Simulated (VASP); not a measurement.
# Ti (I4/mmm) in VASP: a series of runs, part 2 of 2

VASP 6.6.1. Earlier steps stand in the parts before.

## Step 4: Electric field gradients, LDA (zz strain of -1 %)

The input, INCAR:

```
PREC = Accurate ; ENCUT = 400
EDIFF = 1E-8 ; ISMEAR = -1
SIGMA = 0.05 ; LREAL = False
LASPH = True ; NELM = 120
ALGO = Normal ; ISIF = 2
LWAVE = False ; LCHARG = False
GGA = CA ; LEFG = True
NBANDS = 12 ; GGA_COMPAT = False
```

The input, KPOINTS:

```
regular mesh
0
Gamma
  15 15 15
```

The input, POSCAR:

```
Ti
1.0
    0.0000000000      2.0300000000      2.0097000000
    2.0300000000      0.0000000000      2.0097000000
    2.0300000000      2.0300000000      0.0000000000
Ti
1
Direct
    0.0000000000      0.0000000000      0.0000000000
```

Potentials or basis: VASP PAW LDA potentials, release 64 (Ti_sv).

Command:

```console
$ cat potpaw_LDA.64/Ti_sv/POTCAR > POTCAR
$ mpirun -np 1 vasp_std > vasp.out
```

OUTCAR:

```text
PREC = Accurate
   ENCUT = 400
   EDIFF = 1E-8
   ISMEAR = -1
   LREAL = False
   LASPH = True
   NELM = 120
   ISIF = 2
   GGA = CA

 ion  position               nearest neighbor table
   1  0.000  0.000  0.000-

  LATTYP: Found a body centered tetragonal cell.
 ALAT       =     2.8708535316
 C/A-ratio  =     1.4000714267

  Lattice vectors:

 A1 = (   0.0000000000,  -2.0300000000,  -2.0097000000)
 A2 = (   0.0000000000,   2.0300000000,  -2.0097000000)
 A3 = (   2.0300000000,   0.0000000000,   2.0097000000)

Analysis of symmetry for initial positions (statically):
=====================================================================
 Subroutine PRICEL returns:
 Original cell was already a primitive cell.

 Routine SETGRP: Setting up the symmetry group for a
 body centered tetragonal supercell.

 Subroutine GETGRP returns: Found 16 space group operations
 (whereof 16 operations were pure point group operations)
 out of a pool of 16 trial point group operations.

The static configuration has the point symmetry D_4h.

Analysis of symmetry for dynamics (positions and initial velocities):
=====================================================================
 Subroutine PRICEL returns:
 Original cell was already a primitive cell.

 Routine SETGRP: Setting up the symmetry group for a
 body centered tetragonal supercell.

 Subroutine GETGRP returns: Found 16 space group operations
 (whereof 16 operations were pure point group operations)
 out of a pool of 16 trial point group operations.

The dynamic configuration has the point symmetry D_4h.

 Subroutine INISYM returns: Found 16 space group operations
[... 160 lines left out ...]
     10      11.1344      0.00000
     11      24.1098      0.00000
     12      28.6505      0.00000
[... 331 lines left out ...]
 k-point    24 :       0.2000    0.1333    0.0000
  band No.  band energies     occupation
      1     -47.3811      2.00000
      2     -23.8443      2.00000
      3     -23.6878      2.00000
      4     -23.6795      2.00000
      5       3.6831      2.00000
      6       8.5667      0.46116
      7       9.8333      0.00000
      8       9.8820      0.00000
      9      10.4392      0.00000
     10      11.3190      0.00000
     11      24.7076      0.00000
     12      25.4382      0.00000

 [... further k-points ...]

------------------------ aborting loop because EDIFF is reached ----------------------------------------

  FORCE on cell =-STRESS in cart. coord.  units (eV):
  Direction    XX          YY          ZZ          XY          YZ          ZX
  --------------------------------------------------------------------------------------
  -------------------------------------------------------------------------------------
  Total       -0.4926096     -0.4926096     -0.4508605      0.0000000      0.0000000      0.0000000
  in kB      -47.6496992    -47.6496992    -43.6113421      0.0000000      0.0000000      0.0000000
  external PRESSURE =     -46.3035801 kB  Pullay stress =       0.0000000 kB

 VOLUME and BASIS-vectors are now :
 -----------------------------------------------------------------------------
  energy-cutoff  :      400.00
  volume of cell :       16.56
      direct lattice vectors                 reciprocal lattice vectors
     0.000000000  2.030000000  2.009700000    -0.246305419  0.246305419  0.248793352
     2.030000000  0.000000000  2.009700000     0.246305419 -0.246305419  0.248793352
     2.030000000  2.030000000  0.000000000     0.246305419  0.246305419 -0.248793352

 POSITION                                       TOTAL-FORCE (eV/Angst)
 -----------------------------------------------------------------------------------
      0.00000      0.00000      0.00000         0.000000     -0.000000      0.000000
 -----------------------------------------------------------------------------------
    total drift:                                0.000000      0.000000      0.000000

  FREE ENERGIE OF THE ION-ELECTRON SYSTEM (eV)
  ---------------------------------------------------
  free  energy   TOTEN  =        -8.4920323612 eV

  energy  without entropy=       -8.4777650258  energy(sigma->0) =       -8.48489869

 Electric field gradients (V/A^2)
---------------------------------------------------------------------
 ion       V_xx      V_yy      V_zz      V_xy      V_xz      V_yz
---------------------------------------------------------------------
   1      -0.311    -0.311     0.623     0.000     0.001     0.001
---------------------------------------------------------------------

 Electric field gradients after diagonalization (V/A^2)
 (convention: |V_zz| > |V_xx| > |V_yy|)
----------------------------------------------------------------------
 ion       V_xx      V_yy      V_zz     asymmetry (V_yy - V_xx)/ V_zz
----------------------------------------------------------------------
   1      -0.312    -0.311     0.623       0.001
----------------------------------------------------------------------

           NMR quadrupolar parameters

 Cq : quadrupolar parameter    Cq=e*Q*V_zz/h
 eta: asymmetry parameters     (V_yy - V_xx)/ V_zz
 Q  : nuclear electric quadrupole moment in mb (millibarn)
----------------------------------------------------------------------
 ion       Cq(MHz)       eta       Q (mb)
----------------------------------------------------------------------
   1       0.002       0.001       1.000
----------------------------------------------------------------------
```

Run time: 52 s. Hardware: 1 thread of Intel Xeon Platinum 8259CL at 2.50GHz (Skylake/Cascade Lake), shared host; peak memory 0.15 GiB.

Results:

| Quantity | Value |
| --- | --- |
| Free energy | -8.4920 eV |
| Pressure | -4.6 GPa |
| Band gap on the k mesh | zero (bands 6 and 7 overlap by 1.15 eV) |
| Largest electric field gradient by atom | Ti +0.6 V/Å² |

Levels at points of the mesh, in eV from the Fermi level:
| k point | band 4 | band 5 | band 6 | band 7 | band 8 | band 9 |
| --- | --- | --- | --- | --- | --- | --- |
| (0.00, 0.00, 0.00) | -32.12 | -6.10 | 0.84 | 0.84 | 0.92 | 2.53 |

Electric field gradients, principal values (V/Å²):
```tsv
atom	least	middle	greatest (by size)
1 Ti	-0.311	-0.312	0.623
```

Caveat: the cell differs from its parent crystal (zz strain of -1 %); the cell stands under tension; without QUAD_EFG the Cq values of the log hold for a quadrupole moment of 1 mb, not for the nuclei.
